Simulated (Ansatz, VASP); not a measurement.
**BaF2 in VASP and in Ansatz**

File INCAR:

```
SYSTEM = BaF2
PREC = Accurate
ENCUT = 600
EDIFF = 1E-6
ISMEAR = -1
SIGMA = 0.01
LREAL = .False.
LASPH = .True.
NELM = 120
ALGO = Normal
ISIF = 2
LWAVE = .False.
LCHARG = .True.
GGA = CA
LELF = .True.
LVHAR = .True.
NBANDS = 19
GGA_COMPAT = .False.
```

Contents of KPOINTS:

```
Automatic mesh
0
Gamma
  8 8 8
  0 0 0
```

Contents of POSCAR:

```
BaF2
1.0
    0.0000000000      3.1205807308      3.1205807308
    3.1205807308      0.0000000000      3.1205807308
    3.1205807308      3.1205807308      0.0000000000
Ba F
1 2
Direct
    0.0000000000      0.0000000000      0.0000000000
    0.2500000000      0.2500000000      0.2500000000
    0.7500000000      0.7500000000      0.7500000000
```

Input for Ansatz:

```yaml
crystal:
  lattice:
    - [0.0, 3.1205807308, 3.1205807308]
    - [3.1205807308, 0.0, 3.1205807308]
    - [3.1205807308, 3.1205807308, 0.0]
  atoms:
    - { symbol: Ba, position: [0.0, 0.0, 0.0] }
    - { symbol: F, position: [0.25, 0.25, 0.25] }
    - { symbol: F, position: [0.75, 0.75, 0.75] }
kpoints:
  mp_grid: { grid: [8, 8, 8] }
  band_path:
    path:
      - [0.0, 0.0, 0.0]
      - [0.5, 0.0, 0.5]
      - [0.625, 0.25, 0.625]
      - [0.375, 0.375, 0.75]
      - [0.0, 0.0, 0.0]
      - [0.5, 0.5, 0.5]
      - [0.5, 0.25, 0.75]
      - [0.5, 0.0, 0.5]
    npoints: 5
scf:
  occupations: { method: fermi_dirac, width: 0.01 }
hamiltonian:
  xc: lda
  pseudopotentials: { kind: all_electron, lapw: { basis_error: 0.001 } }
output:
  forces: true
  stress: true
  eigenvalues: true
```

Change from the starting cell: volume scaled by 1.02.

Alike in both runs: task single point; functional LDA; k mesh 8 × 8 × 8; occupations fermi-dirac, width 0.01 eV; no spin polarisation.

|  | VASP | Ansatz |
| --- | --- | --- |
| version | VASP 6.6.1 | Ansatz 0.2.0 |
| potentials or method | VASP PAW LDA potentials, release 64 (Ba_sv, F), cutoff 600 eV | all-electron LAPW, scalar-relativistic |

|  | VASP | Ansatz | Ansatz less VASP |
| --- | --- | --- | --- |
| gap on the k mesh at the Fermi level (eV) | 6.31 | 6.36 | +0.054 |
| pressure (GPa) | -4.5 | -5.5 | -0.99 |

LDA's correlation is that of Perdew and Zunger in VASP and of Perdew and Wang (1992) in Ansatz. Ansatz ran all-electron here, and VASP with PAW potentials.

Neither program's run includes spin-orbit coupling.
